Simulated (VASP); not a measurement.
# Ga (Aem2) in VASP: single point with PBEsol

Aim: the single point of Ga with PBEsol.

All numbers are computed with VASP 6.6.1; they aren't measurements. Logs are shortened: lines on timing, memory, paths and dates and some standing lists are left out, and cuts for length are marked.

**1. The cell of the first run**

Symmetry: Aem2, No. 39, orthorhombic system. The conventional cell has a = 4.566 Å, b = 4.572 Å, c = 8.427 Å, α = 90.00°, β = 90.00°, γ = 90.00°. Within 3.3 Å of Ga (site symmetry m) lie 7 Ga at 2.52 to 3.11 Å. Within 3.3 Å of Ga (site symmetry m) lie 7 Ga at 2.52 to 3.11 Å.

**2. Single point, PBEsol (strained and its atoms moved)**

The input, INCAR:

```
PREC     = Accurate       # precision mode
ENCUT    = 520            # plane-wave cutoff, eV
EDIFF    = 1E-6           # SCF threshold, eV
ISMEAR   = 0              # smearing method
SIGMA    = 0.1            # smearing width, eV
LREAL    = False          # projectors in reciprocal space
LASPH    = True           # aspherical terms in the spheres
NELM     = 100            # most SCF steps
ALGO     = Normal         # electronic algorithm
ISIF     = 2              # what is computed and relaxed
LWAVE    = False          # write WAVECAR
LCHARG   = False          # write CHGCAR
GGA      = PS             # functional
NBANDS   = 34             # bands
```

The input, KPOINTS:

```
regular mesh
0
Gamma
  12 12 10
```

The input, POSCAR:

```
Ga
1.0
    2.2861806345     -4.2133932960      0.0000000000
    2.2861806345      4.2133932960      0.0000000000
    0.0000000000      0.0000000000      4.5659771970
Ga
4
Direct
    0.1420270296      0.8579729704      0.1143723104
    0.6420270296      0.3579729704      0.3856276896
    0.8579729704      0.1420270296      0.9385459183
    0.3579729704      0.6420270296      0.5614540817
```

Potentials or basis: VASP PAW PBE potentials, release 64 (Ga_d).

The run is started by

```bash
$ cat potpaw_PBE.64/Ga_d/POTCAR > POTCAR
$ mpirun -np 1 vasp_std > vasp.out
```

OUTCAR:

```text
PREC = Accurate
   ENCUT = 520
   EDIFF = 1E-6
   ISMEAR = 0
   LREAL = False
   LASPH = True
   NELM = 100
   ISIF = 2
   GGA = PS

 ion  position               nearest neighbor table
   1  0.142  0.858  0.114-   3 2.52   2 2.60   2 2.60   4 2.73
   2  0.642  0.358  0.386-   4 2.52   1 2.60   1 2.60   3 2.73
   3  0.858  0.142  0.939-   1 2.52   2 2.73   4 2.86   4 2.86
   4  0.358  0.642  0.561-   2 2.52   1 2.73   3 2.86   3 2.86

  LATTYP: Found a base centered orthorhombic cell.
 ALAT       =     4.5723612690
 B/A-ratio  =     1.8429835475
 C/A-ratio  =     0.9986037691

  Lattice vectors:

 A1 = (   2.2861806345,  -4.2133932960,   0.0000000000)
 A2 = (   2.2861806345,   4.2133932960,   0.0000000000)
 A3 = (   0.0000000000,   0.0000000000,   4.5659771970)

Analysis of symmetry for initial positions (statically):
=====================================================================
 Subroutine PRICEL returns:
 Original cell was already a primitive cell.

 Routine SETGRP: Setting up the symmetry group for a
 base centered orthorhombic supercell.

 Subroutine GETGRP returns: Found  4 space group operations
 (whereof  2 operations were pure point group operations)
 out of a pool of  8 trial point group operations.

The static configuration has the point symmetry C_1h.
 The point group associated with its full space group is C_2v.

Analysis of symmetry for dynamics (positions and initial velocities):
=====================================================================
 Subroutine PRICEL returns:
 Original cell was already a primitive cell.

 Routine SETGRP: Setting up the symmetry group for a
 base centered orthorhombic supercell.

 Subroutine GETGRP returns: Found  4 space group operations
 (whereof  2 operations were pure point group operations)
 out of a pool of  8 trial point group operations.

The dynamic configuration has the point symmetry C_1h.
 The point group associated with its full space group is C_2v.

 Subroutine INISYM returns: Found  4 space group operations
 (whereof  2 operations are pure point group operations),
 and found     1 'primitive' translations

----------------------------------------------------------------------------------------

                                     Primitive cell

  volume of cell :      87.9643

  direct lattice vectors                    reciprocal lattice vectors
     2.286180634 -4.213393296  0.000000000     0.218705378 -0.118669197  0.000000000
     2.286180634  4.213393296  0.000000000     0.218705378  0.118669197  0.000000000
     0.000000000  0.000000000  4.565977197     0.000000000  0.000000000  0.219011168

  length of vectors
     4.793673431  4.793673431  4.565977197     0.248826085  0.248826085  0.219011168

  position of ions in fractional coordinates (direct lattice)
     0.142027030  0.857972970  0.114372310
     0.642027030  0.357972970  0.385627690
     0.857972970  0.142027030  0.938545918
     0.357972970  0.642027030  0.561454082

  ion indices of the primitive-cell ions
   primitive index   ion index
                 1           1
                 2           2
                 3           3
                 4           4

----------------------------------------------------------------------------------------

 KPOINTS: regular mesh

Automatic generation of k-mesh.
 Grid dimensions read from file:
 generate k-points for:   12   12   10

 Generating k-lattice:

  Cartesian coordinates                     Fractional coordinates (reciprocal lattice)
     0.018225448 -0.009889100  0.000000000     0.083333333  0.000000000  0.000000000
     0.018225448  0.009889100  0.000000000     0.000000000  0.083333333  0.000000000
     0.000000000  0.000000000  0.021901117     0.000000000  0.000000000  0.100000000

  Length of vectors
     0.020735507  0.020735507  0.021901117

  Shift w.r.t. Gamma in fractional coordinates (k-lattice)
     0.000000000  0.000000000  0.000000000

 Subroutine IBZKPT returns following result:
 ===========================================

 Found    258 irreducible k-points:

 Following reciprocal coordinates:
            Coordinates               Weight
  0.000000  0.000000  0.000000      1.000000
  0.083333  0.000000  0.000000      4.000000
  0.166667 -0.000000  0.000000      4.000000
  0.250000  0.000000  0.000000      4.000000
  0.333333  0.000000  0.000000      4.000000
  0.416667  0.000000  0.000000      4.000000
[... 16 lines left out ...]
  0.500000  0.166667  0.000000      4.000000
 -0.416667  0.166667  0.000000      4.000000
 [... further k-points ...]
   k-points           NKPTS =    258   k-points in BZ     NKDIM =    258   number of bands    NBANDS=     34
   number of dos      NEDOS =    301   number of ions     NIONS =      4
   total plane-waves  NPLWV =  46656
   dimension x,y,z NGX =    36 NGY =   36 NGZ =   36
   dimension x,y,z NGXF=    72 NGYF=   72 NGZF=   72
   ions per type =               4
   NGX,Y,Z   is equivalent  to a cutoff of  12.48, 12.48, 13.11 a.u.
   NGXF,Y,Z  is equivalent  to a cutoff of  24.97, 24.97, 26.21 a.u.
 SYSTEM =  unknown system
   PREC   = accura    normal or accurate (medium, high low for compatibility)
   ISTART =      0    job   : 0-new  1-cont  2-samecut
   ICHARG =      2    charge: 1-file 2-atom 10-const
   ISPIN  =      1    spin polarized calculation?
   LNONCOLLINEAR =      F non collinear calculations
   LSORBIT =      F    spin-orbit coupling
   LASPH  =      T    aspherical Exc in radial PAW
   ENCUT  =  520.0 eV  38.22 Ry    6.18 a.u.   8.91  8.91  8.49*2*pi/ulx,y,z
   NELM   =    100;   NELMIN=  2; NELMDL= -5     # of ELM steps
   EDIFF  = 0.1E-05   stopping-criterion for ELM
   LREAL  =      F    real-space projection
   EDIFFG = 0.1E-04   stopping-criterion for IOM
   NSW    =      0    number of steps for IOM
   IBRION =     -1    ionic relax: 0-MD 1-quasi-New 2-CG
   NFREE  =      0    steps in history (QN), initial steepest desc. (CG)
   ISIF   =      2    stress and relaxation
   ISYM   =      2    0-nonsym 1-usesym 2-fastsym
   POTIM  = 0.5000    time-step for ionic-motion
   TEBEG  =    0.0;   TEEND  =   0.0 temperature during run
   PSTRESS=    0.0 pullay stress
   NELECT =      52.0000    total number of electrons
   NUPDOWN=      -1.0000    fix difference up-down
   EMIN   =  10.00;   EMAX   =-10.00  energy-range for DOS
   EFERMI =   0.00;   METHOD = LEGACY
   ISMEAR =     0;   SIGMA  =   0.10  broadening in eV -4-tet -1-fermi 0-gaus
   EFERMI_NEDOS =   21; number of points for ismear=-14 and -15
   IALGO  =     38    algorithm
   IMIX   =      4    mixing-type and parameters
     AMIX     =   0.40;   BMIX     =  1.00
     AMIX_MAG =   1.60;   BMIX_MAG =  1.00
  volume/ion in A,a.u.               =      21.99       148.40
  Fermi-wavevector in a.u.,A,eV,Ry     =   1.373959  2.596407 25.684589  1.887764
  Thomas-Fermi vector in A             =   2.499429
   LORBIT       =      0    0 simple, 1 ext, 2 COOP (PROOUT), +10 PAW based schemes
   GGA     = PS    functional components
   LHFCALC =     F    Hartree Fock is set to
   AEXX    =    0.0000 exact exchange contribution
   IVDW    =     0    specifies the selected vdW correction
   LEPSILON=     F    determine dielectric tensor
   LRPA    =     F    only Hartree local field effects (RPA)
 non-spin polarized calculation
 Gauss-broadening in eV      SIGMA  =   0.10
  energy-cutoff  :      520.00
  volume of cell :       87.96
 maximum number of plane-waves:      2392
   NGX = 17   NGY = 17   NGZ = 17

 number of electron      52.0000005 magnetization

 Free energy of the ion-electron system (eV)
  ---------------------------------------------------
  ext. energy  EPLUGINS =         0.00000000
  ---------------------------------------------------
  free energy    TOTEN  =       -12.83162276 eV

  energy without entropy =      -12.82300848  energy(sigma->0) =      -12.82731562

 E-fermi :   3.9637     XC(G=0): -10.2539

 val. band max:        3.9588403799   @ k =   0.5000   0.4167   0.3000
 cond. band min:       3.9650125639   @ k =   0.2500   0.0000   0.2000
 fundamental gap:      0.0061721840
 Fermi energy:         3.9637453323

 k-point     1 :       0.0000    0.0000    0.0000
  band No.  band energies     occupation
      1     -11.0738      2.00000
      2     -11.0510      2.00000
      3     -11.0495      2.00000
      4     -11.0379      2.00000
      5     -11.0156      2.00000
      6     -10.9563      2.00000
[... 26 lines left out ...]
     33      10.2859      0.00000
     34      10.5695      0.00000

 k-point     2 :       0.0833    0.0000    0.0000
  band No.  band energies     occupation
      1     -11.0758      2.00000
      2     -11.0545      2.00000
      3     -11.0487      2.00000
      4     -11.0432      2.00000
      5     -11.0164      2.00000
      6     -10.9454      2.00000
[... 26 lines left out ...]
     33       9.9821      0.00000
     34      10.9603      0.00000

 k-point     3 :       0.1667   -0.0000    0.0000
  band No.  band energies     occupation
      1     -11.0824      2.00000
      2     -11.0653      2.00000
      3     -11.0565      2.00000
      4     -11.0449      2.00000
      5     -11.0076      2.00000
      6     -10.9273      2.00000
[... 26 lines left out ...]
     33       9.5604      0.00000
     34      10.7619      0.00000

 k-point     4 :       0.2500    0.0000    0.0000
  band No.  band energies     occupation
      1     -11.0922      2.00000
      2     -11.0846      2.00000
      3     -11.0601      2.00000
      4     -11.0375      2.00000
      5     -10.9943      2.00000
      6     -10.9560      2.00000
[... 26 lines left out ...]
     33       9.4575      0.00000
     34      10.4509      0.00000

 k-point     5 :       0.3333    0.0000    0.0000
  band No.  band energies     occupation
      1     -11.1022      2.00000
      2     -11.1003      2.00000
      3     -11.0589      2.00000
      4     -11.0304      2.00000
      5     -10.9832      2.00000
      6     -10.9804      2.00000
[... 621 lines left out ...]
 k-point    22 :       0.4167    0.1667    0.0000
  band No.  band energies     occupation
      1     -11.1211      2.00000
      2     -11.1167      2.00000
      3     -11.0462      2.00000
      4     -11.0306      2.00000
      5     -10.9969      2.00000
      6     -10.9545      2.00000
[... 26 lines left out ...]
     33      10.2286      0.00000
     34      11.5592      0.00000

 k-point    23 :       0.5000    0.1667    0.0000
  band No.  band energies     occupation
      1     -11.1218      2.00000
      2     -11.1096      2.00000
      3     -11.0359      2.00000
      4     -11.0274      2.00000
      5     -10.9989      2.00000
      6     -10.9600      2.00000
[... 26 lines left out ...]
     33      10.0474      0.00000
     34      11.7444      0.00000

 k-point    24 :      -0.4167    0.1667    0.0000
  band No.  band energies     occupation
      1     -11.1187      2.00000
      2     -11.0949      2.00000
      3     -11.0421      2.00000
      4     -11.0151      2.00000
      5     -11.0031      2.00000
      6     -10.9580      2.00000
[... 26 lines left out ...]
     33      10.1605      0.00000
     34      11.5458      0.00000

 [... further k-points ...]
[... 5 lines left out ...]
  --------------------------------------------------------------------------------------
  -------------------------------------------------------------------------------------
  Total       -2.3711961     -3.1150309     -2.0981801      0.0000000      0.0000000      0.0000000
  in kB      -43.1888637    -56.7370390    -38.2161618      0.0000000      0.0000000      0.0000000
  external PRESSURE =     -46.0473548 kB  Pullay stress =       0.0000000 kB

 VOLUME and BASIS-vectors are now :
 -----------------------------------------------------------------------------
  energy-cutoff  :      520.00
  volume of cell :       87.96
      direct lattice vectors                 reciprocal lattice vectors
     2.286180634 -4.213393296  0.000000000     0.218705378 -0.118669197  0.000000000
     2.286180634  4.213393296  0.000000000     0.218705378  0.118669197  0.000000000
     0.000000000  0.000000000  4.565977197     0.000000000  0.000000000  0.219011168

 POSITION                                       TOTAL-FORCE (eV/Angst)
 -----------------------------------------------------------------------------------
      2.28618      3.01656      0.52222         0.000000     -0.567755     -0.304979
      2.28618     -1.19683      1.76077         0.000000     -0.567755      0.304979
      2.28618     -3.01656      4.28538         0.000000      0.567755     -0.514872
      2.28618      1.19683      2.56359         0.000000      0.567755      0.514872
 -----------------------------------------------------------------------------------
    total drift:                                0.000000     -0.000378      0.000000

  FREE ENERGIE OF THE ION-ELECTRON SYSTEM (eV)
  ---------------------------------------------------
  free  energy   TOTEN  =       -12.8316227567 eV

  energy  without entropy=      -12.8230084832  energy(sigma->0) =      -12.82731562
```

Wall time 4.4 min (1 thread of Intel Xeon 6975P-C (Granite Rapids), shared host); peak memory 0.59 GiB.

Results:

```yaml
Free_energy: -12.8316 eV
Pressure: -4.6 GPa
Largest_force: 0.766 eV/Å
Band_gap_on_the_k_mesh: zero (band 26 reaches 4.29 eV, above the bottom of band 27 at 3.74 eV)
```

Forces in eV/Å, atoms in the order of the input:
```
Ga   0.000 -0.568 -0.305
Ga   0.000 -0.568  0.305
Ga   0.000  0.568 -0.515
Ga   0.000  0.568  0.515
```

Caveat: the cell differs from its parent crystal (strained and its atoms moved); the PAW data sets were made with another functional, which shifts forces and pressure a little.
